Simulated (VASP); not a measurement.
# Bi (C2/m) in VASP: a series of runs

Bi is run at these levels: LDA; tasks: single point.

Everything below comes from runs of VASP 6.6.1. Logs are shortened: lines on timing, memory, paths and dates and some standing lists are left out, and cuts for length are marked.

## 1. The cell of the first run

Symmetry: C2/m, No. 12, monoclinic system. Conventional cell: a = 6.835 Å, b = 6.137 Å, c = 3.290 Å, α = 90.00°, β = 112.04°, γ = 90.00°. Within 4.1 Å of Bi (site symmetry m) lie 9 Bi at 3.15 to 3.91 Å.

## 2. Single point, LDA

File INCAR:

```
PREC = Accurate
ENCUT = 520
EDIFF = 1E-6
ISMEAR = -1
SIGMA = 0.05
LREAL = F
LASPH = T
NELM = 60
ALGO = Fast
ISIF = 2
LWAVE = F
LCHARG = F
NBANDS = 22
```

File KPOINTS:

```
regular mesh
0
Gamma
  6 6 9
```

File POSCAR:

```
Bi
1.0
    3.4173821397     -3.0686298933      0.0000000000
    3.4173821397      3.0686298933      0.0000000000
   -1.2345086997      0.0000000000      3.0499903288
Bi
2
Direct
    0.7530610000      0.7530610000      0.8573820000
    0.2469390000      0.2469390000      0.1426180000
```

Potentials or basis: VASP PAW LDA potentials, release 64 (Bi_d).

Run with:

```bash
cat potpaw_LDA.64/Bi_d/POTCAR > POTCAR
mpirun -np 1 vasp_std > vasp.out
```

OUTCAR:

```text
PREC = Accurate
   ENCUT = 520
   EDIFF = 1E-6
   ISMEAR = -1
   LREAL = F
   LASPH = T
   NELM = 60
   ISIF = 2

 ion  position               nearest neighbor table
   1  0.753  0.753  0.857-   2 3.15   2 3.21   2 3.21   2 3.38   2 3.86   2 3.86   2 3.91
   2  0.247  0.247  0.143-   1 3.15   1 3.21   1 3.21   1 3.38   1 3.86   1 3.86   1 3.91

  LATTYP: Found a base centered monoclinic cell.
 ALAT       =     6.8347642794
 B/A-ratio  =     0.8979475423
 C/A-ratio  =     0.4814149259
 COS(beta)  =    -0.3751898342

  Lattice vectors:

 A1 = (   3.4173821397,  -3.0686298933,   0.0000000000)
 A2 = (   3.4173821397,   3.0686298933,   0.0000000000)
 A3 = (  -1.2345086997,   0.0000000000,   3.0499903288)

Analysis of symmetry for initial positions (statically):
=====================================================================
 Subroutine PRICEL returns:
 Original cell was already a primitive cell.

 Routine SETGRP: Setting up the symmetry group for a
 base centered monoclinic supercell.

 Subroutine GETGRP returns: Found  4 space group operations
 (whereof  4 operations were pure point group operations)
 out of a pool of  4 trial point group operations.

The static configuration has the point symmetry C_2h.

Analysis of symmetry for dynamics (positions and initial velocities):
=====================================================================
 Subroutine PRICEL returns:
 Original cell was already a primitive cell.

 Routine SETGRP: Setting up the symmetry group for a
 base centered monoclinic supercell.

 Subroutine GETGRP returns: Found  4 space group operations
 (whereof  4 operations were pure point group operations)
 out of a pool of  4 trial point group operations.

The dynamic configuration has the point symmetry C_2h.

 Subroutine INISYM returns: Found  4 space group operations
 (whereof  4 operations are pure point group operations),
 and found     1 'primitive' translations

----------------------------------------------------------------------------------------

                                     Primitive cell

  volume of cell :      63.9686

  direct lattice vectors                    reciprocal lattice vectors
     3.417382140 -3.068629893  0.000000000     0.146310825 -0.162939167  0.059220511
     3.417382140  3.068629893  0.000000000     0.146310825  0.162939167  0.059220511
    -1.234508700  0.000000000  3.049990329     0.000000000  0.000000000  0.327869892

  length of vectors
     4.592928272  4.592928272  3.290357539     0.226854797  0.226854797  0.327869892

  position of ions in fractional coordinates (direct lattice)
     0.753061000  0.753061000  0.857382000
     0.246939000  0.246939000  0.142618000

  ion indices of the primitive-cell ions
   primitive index   ion index
                 1           1
                 2           2

----------------------------------------------------------------------------------------

 KPOINTS: regular mesh

Automatic generation of k-mesh.
 Grid dimensions read from file:
 generate k-points for:    6    6    9

 Generating k-lattice:

  Cartesian coordinates                     Fractional coordinates (reciprocal lattice)
     0.024385137 -0.027156528  0.009870085     0.166666667  0.000000000  0.000000000
     0.024385137  0.027156528  0.009870085     0.000000000  0.166666667  0.000000000
     0.000000000  0.000000000  0.036429988     0.000000000  0.000000000  0.111111111

  Length of vectors
     0.037809133  0.037809133  0.036429988

  Shift w.r.t. Gamma in fractional coordinates (k-lattice)
     0.000000000  0.000000000  0.000000000

 Subroutine IBZKPT returns following result:
 ===========================================

 Found     97 irreducible k-points:

 Following reciprocal coordinates:
            Coordinates               Weight
  0.000000  0.000000  0.000000      1.000000
  0.166667 -0.000000 -0.000000      4.000000
  0.333333  0.000000 -0.000000      4.000000
  0.500000 -0.000000  0.000000      2.000000
  0.166667  0.166667 -0.000000      2.000000
  0.333333  0.166667 -0.000000      4.000000
[... 16 lines left out ...]
 -0.333333  0.166667  0.111111      4.000000
 -0.166667  0.166667  0.111111      4.000000
 [... further k-points ...]
   k-points           NKPTS =     97   k-points in BZ     NKDIM =     97   number of bands    NBANDS=     22
   number of dos      NEDOS =    301   number of ions     NIONS =      2
   total plane-waves  NPLWV =  31104
   dimension x,y,z NGX =    36 NGY =   36 NGZ =   24
   dimension x,y,z NGXF=    72 NGYF=   72 NGZF=   48
   ions per type =               2
   NGX,Y,Z   is equivalent  to a cutoff of  13.03, 13.03, 12.13 a.u.
   NGXF,Y,Z  is equivalent  to a cutoff of  26.06, 26.06, 24.25 a.u.
 SYSTEM =  unknown system
   PREC   = accura    normal or accurate (medium, high low for compatibility)
   ISTART =      0    job   : 0-new  1-cont  2-samecut
   ICHARG =      2    charge: 1-file 2-atom 10-const
   ISPIN  =      1    spin polarized calculation?
   LNONCOLLINEAR =      F non collinear calculations
   LSORBIT =      F    spin-orbit coupling
   LASPH  =      T    aspherical Exc in radial PAW
   ENCUT  =  520.0 eV  38.22 Ry    6.18 a.u.   8.54  8.54  6.12*2*pi/ulx,y,z
   NELM   =     60;   NELMIN=  2; NELMDL= -5     # of ELM steps
   EDIFF  = 0.1E-05   stopping-criterion for ELM
   LREAL  =      F    real-space projection
   EDIFFG = 0.1E-04   stopping-criterion for IOM
   NSW    =      0    number of steps for IOM
   IBRION =     -1    ionic relax: 0-MD 1-quasi-New 2-CG
   NFREE  =      0    steps in history (QN), initial steepest desc. (CG)
   ISIF   =      2    stress and relaxation
   ISYM   =      2    0-nonsym 1-usesym 2-fastsym
   POTIM  = 0.5000    time-step for ionic-motion
   TEBEG  =    0.0;   TEEND  =   0.0 temperature during run
   PSTRESS=    0.0 pullay stress
   NELECT =      30.0000    total number of electrons
   NUPDOWN=      -1.0000    fix difference up-down
   EMIN   =  10.00;   EMAX   =-10.00  energy-range for DOS
   EFERMI =   0.00;   METHOD = LEGACY
   ISMEAR =    -1;   SIGMA  =   0.05  broadening in eV -4-tet -1-fermi 0-gaus
   EFERMI_NEDOS =   21; number of points for ismear=-14 and -15
   IALGO  =     68    algorithm
   IMIX   =      4    mixing-type and parameters
     AMIX     =   0.40;   BMIX     =  1.00
     AMIX_MAG =   1.60;   BMIX_MAG =  1.00
  volume/ion in A,a.u.               =      31.98       215.84
  Fermi-wavevector in a.u.,A,eV,Ry     =   1.271920  2.403580 22.011235  1.617780
  Thomas-Fermi vector in A             =   2.404827
   LORBIT       =      0    0 simple, 1 ext, 2 COOP (PROOUT), +10 PAW based schemes
   GGA     = CA    functional components
   LHFCALC =     F    Hartree Fock is set to
   AEXX    =    0.0000 exact exchange contribution
   IVDW    =     0    specifies the selected vdW correction
   LEPSILON=     F    determine dielectric tensor
   LRPA    =     F    only Hartree local field effects (RPA)
 non-spin polarized calculation
 RMM-DIIS sequential band-by-band and
  energy-cutoff  :      520.00
  volume of cell :       63.97
 maximum number of plane-waves:      1743
 NGX is ok and might be reduce to    36
   NGX = 17   NGY = 17   NGZ = 13

 number of electron      30.0000005 magnetization

 Free energy of the ion-electron system (eV)
  ---------------------------------------------------
  ext. energy  EPLUGINS =         0.00000000
  ---------------------------------------------------
  free energy    TOTEN  =        -9.07572591 eV

  energy without entropy =       -9.06789935  energy(sigma->0) =       -9.07181263

 E-fermi :   7.2819     XC(G=0): -10.3201

 val. band max:        7.2744231845   @ k =   0.1667   0.1667  -0.0000
 cond. band min:       7.3473840142   @ k =   0.3333   0.3333   0.3333
 fundamental gap:      0.0729608297
 Fermi energy:         7.2818814077

 k-point     1 :       0.0000    0.0000    0.0000
  band No.  band energies     occupation
      1     -15.7285      2.00000
      2     -15.6878      2.00000
      3     -15.6370      2.00000
      4     -15.6081      2.00000
      5     -15.5008      2.00000
      6     -15.4734      2.00000
[... 14 lines left out ...]
     21      15.7846      0.00000
     22      16.3011      0.00000

 k-point     2 :       0.1667   -0.0000   -0.0000
  band No.  band energies     occupation
      1     -15.7099      2.00000
      2     -15.6899      2.00000
      3     -15.6421      2.00000
      4     -15.5936      2.00000
      5     -15.4981      2.00000
      6     -15.4780      2.00000
[... 14 lines left out ...]
     21      15.9822      0.00000
     22      16.8871      0.00000

 k-point     3 :       0.3333    0.0000   -0.0000
  band No.  band energies     occupation
      1     -15.6958      2.00000
      2     -15.6713      2.00000
      3     -15.6378      2.00000
      4     -15.5560      2.00000
      5     -15.5120      2.00000
      6     -15.4753      2.00000
[... 14 lines left out ...]
     21      16.7137      0.00000
     22      17.7496      0.00000

 k-point     4 :       0.5000   -0.0000    0.0000
  band No.  band energies     occupation
      1     -15.6978      2.00000
      2     -15.6681      2.00000
      3     -15.5995      2.00000
      4     -15.5416      2.00000
      5     -15.5197      2.00000
      6     -15.4870      2.00000
[... 14 lines left out ...]
     21      16.0936      0.00000
     22      16.6911      0.00000

 k-point     5 :       0.1667    0.1667   -0.0000
  band No.  band energies     occupation
      1     -15.6967      2.00000
      2     -15.6900      2.00000
      3     -15.6308      2.00000
      4     -15.5819      2.00000
      5     -15.4995      2.00000
      6     -15.4863      2.00000
[... 417 lines left out ...]
 k-point    22 :       0.5000    0.1667    0.1111
  band No.  band energies     occupation
      1     -15.6758      2.00000
      2     -15.6564      2.00000
      3     -15.5923      2.00000
      4     -15.5234      2.00000
      5     -15.5100      2.00000
      6     -15.4831      2.00000
[... 14 lines left out ...]
     21      17.1411      0.00000
     22      17.4012      0.00000

 k-point    23 :      -0.3333    0.1667    0.1111
  band No.  band energies     occupation
      1     -15.6789      2.00000
      2     -15.6479      2.00000
      3     -15.6430      2.00000
      4     -15.5495      2.00000
      5     -15.4878      2.00000
      6     -15.4871      2.00000
[... 14 lines left out ...]
     21      16.3627      0.00000
     22      17.4553      0.00000

 k-point    24 :      -0.1667    0.1667    0.1111
  band No.  band energies     occupation
      1     -15.6894      2.00000
      2     -15.6652      2.00000
      3     -15.6316      2.00000
      4     -15.5753      2.00000
      5     -15.4944      2.00000
      6     -15.4842      2.00000
[... 14 lines left out ...]
     21      16.6241      0.00000
     22      16.8093      0.00000

 [... further k-points ...]
[... 5 lines left out ...]
  --------------------------------------------------------------------------------------
  -------------------------------------------------------------------------------------
  Total       -0.2044665     -0.5229175      0.0288339      0.0000000      0.0000000     -0.0632630
  in kB       -5.1211355    -13.0971632      0.7221836      0.0000000      0.0000000     -1.5845070
  external PRESSURE =      -5.8320384 kB  Pullay stress =       0.0000000 kB

 VOLUME and BASIS-vectors are now :
 -----------------------------------------------------------------------------
  energy-cutoff  :      520.00
  volume of cell :       63.97
      direct lattice vectors                 reciprocal lattice vectors
     3.417382140 -3.068629893  0.000000000     0.146310825 -0.162939167  0.059220511
     3.417382140  3.068629893  0.000000000     0.146310825  0.162939167  0.059220511
    -1.234508700  0.000000000  3.049990329     0.000000000  0.000000000  0.327869892

 POSITION                                       TOTAL-FORCE (eV/Angst)
 -----------------------------------------------------------------------------------
      4.08855      0.00000      2.61501        -0.001401      0.000000     -0.002482
      1.51171      0.00000      0.43498         0.001401      0.000000      0.002482
 -----------------------------------------------------------------------------------
    total drift:                               -0.000000      0.000000      0.000000

  FREE ENERGIE OF THE ION-ELECTRON SYSTEM (eV)
  ---------------------------------------------------
  free  energy   TOTEN  =        -9.0757259086 eV

  energy  without entropy=       -9.0678993534  energy(sigma->0) =       -9.07181263
```

Run time: 46 s. Hardware: 1 thread of AMD EPYC 9R45 (Zen 5), shared host; peak memory 0.19 GiB.

What came out:

- Free energy: -9.0757 eV
- Pressure: -0.6 GPa
- Band gap on the k mesh: zero (band 15 reaches 10.57 eV, above the bottom of band 16 at 5.43 eV)

Forces in eV/Å, atoms in the order of the input:
```
Bi  -0.001  0.000 -0.002
Bi   0.001  0.000  0.002
```

Caveat: spin-orbit coupling is left out, which moves the levels of the heavy elements.

(Part 1 of 3 ends here.)
